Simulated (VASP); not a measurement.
W3C2:

```
W C
1.0
     3.77778    0.00000    0.00000
     0.00000    3.77778    0.00000
     0.00000    0.00000    5.83144
W C
3 2
Direct
  0.50000 0.50000 0.17049
  0.50000 0.50000 0.82951
  0.00000 0.00000 0.50000
  0.00000 0.50000 0.50000
  0.50000 0.00000 0.50000
```

```yaml
Program: VASP 6.6.1
Task: relaxation of cell and atoms
Functional: PBE
Potentials_or_basis: VASP PAW PBE potentials, release 64 (W_sv, C)
Cutoff: 600 eV
k_mesh: 4 × 4 × 4
Occupations: gaussian, width 0.1 eV
Spin: no spin polarisation
```

At the start: pressure 21.3 GPa; volume 16.64 Å³/atom.

Task: How do energy, volume and symmetry change on relaxing?

Result: Over 29 steps the energy falls by 1225.2 meV/atom and the volume is 15.71 Å³/atom (-5.6 %); space group P4/mmm (No. 123, to 0.05 Å).

The path:
| step | energy change (eV) | largest force (eV/Å) | pressure (GPa) | volume (Å³) |
| --- | --- | --- | --- | --- |
| 1 | 0.0000 | 13.9963 | 21.27 | 83.22 |
| 2 | -2.1179 | 3.1568 | -23.99 | 112.75 |
| 3 | -2.1605 | 2.9115 | -24.24 | 111.12 |
| 4 | 11.3198 | 60.1479 | 147.57 | 78.18 |
| 5 | -2.5771 | 2.5625 | -22.90 | 107.67 |
| 6 | -3.1342 | 2.2641 | -19.66 | 104.86 |
| 7 | -3.4951 | 4.5117 | 18.58 | 90.63 |
| 8 | -4.0056 | 0.3005 | -7.88 | 98.07 |
| 9 | -4.0718 | 0.7722 | -1.57 | 95.75 |
| 10 | -4.0724 | 0.6285 | -2.43 | 96.04 |
| 11 | -4.4096 | 0.9093 | -4.34 | 93.46 |
| 12 | -5.1774 | 3.1478 | -5.29 | 84.76 |
| 13 | -5.2956 | 3.4342 | -5.24 | 83.64 |
| 14 | -5.5658 | 3.3014 | -3.31 | 80.30 |
| 15 | -3.9252 | 9.7441 | 17.19 | 73.65 |
| 16 | -5.5109 | 3.5581 | -2.12 | 79.86 |
| 17 | -5.3087 | 0.2071 | 3.25 | 76.75 |
| 18 | -5.5127 | 2.9855 | -1.07 | 79.15 |
| 19 | -5.7259 | 0.6842 | 0.55 | 77.98 |
| 20 | -5.7639 | 0.9924 | 2.81 | 77.08 |
| 21 | -5.7659 | 0.4431 | 2.22 | 77.29 |
| 22 | -5.9109 | 0.0951 | 1.63 | 77.63 |
| 23 | -6.1089 | 0.4881 | 0.12 | 78.56 |
| 24 | -6.1159 | 0.4992 | -0.09 | 78.72 |
| 25 | -6.1166 | 0.5064 | -0.19 | 78.79 |
| 26 | -6.1216 | 0.3402 | -0.19 | 78.75 |
| 27 | -6.1253 | 0.0252 | -0.13 | 78.68 |
| 28 | -6.1257 | 0.0148 | -0.03 | 78.63 |
| 29 | -6.1259 | 0.0022 | 0.11 | 78.56 |

Final structure:
```
W C
1.0
     3.96163    0.00000    0.00000
     0.00000    3.96163    0.00000
     0.00000    0.00000    5.00546
W C
3 2
Direct
  0.50000 0.50000 0.23973
  0.50000 0.50000 0.76027
  0.00000 0.00000 0.50000
  0.00000 0.50000 0.50000
  0.50000 0.00000 0.50000
```

Caveat: the k points lie up to 0.40 Å⁻¹ apart in the final cell.
